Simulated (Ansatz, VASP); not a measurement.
## Two plane-wave programs on Zn

```xyz
2
Lattice="-2.5403 2.5403 1.2451 2.5403 -2.5403 1.2451 2.5403 2.5403 -1.2451" Properties=species:S:1:pos:R:3 pbc="T T T"
Zn    0.0000    0.0000    0.0000
Zn    0.0000    2.5403    0.6225
```

Alike in both runs: functional PBEsol; k mesh 24 × 24 × 24; occupations gaussian, width 0.1 eV; no spin polarisation.

Ansatz relaxed the structure, and its values are those at the end. VASP's run is a single point on that final structure, the one shown.

|  | VASP | Ansatz |
| --- | --- | --- |
| version | VASP 6.6.1 | Ansatz 0.2.0 |
| potentials or method | VASP PAW PBE potentials, release 64 (Zn), cutoff 520 eV | scalar-relativistic, plane waves, PAW |
| valence electrons in the cell | 24 | 24 |

|  | VASP | Ansatz | Ansatz less VASP |
| --- | --- | --- | --- |
| gap on the k mesh at the Fermi level (eV) | none | none | - |
| pressure (GPa) | 0.8 | 0.0 | -0.80 |

VASP's potentials were made for PBE, not for PBEsol. A gap of «none» marks a metal or a gap that the smearing closes.
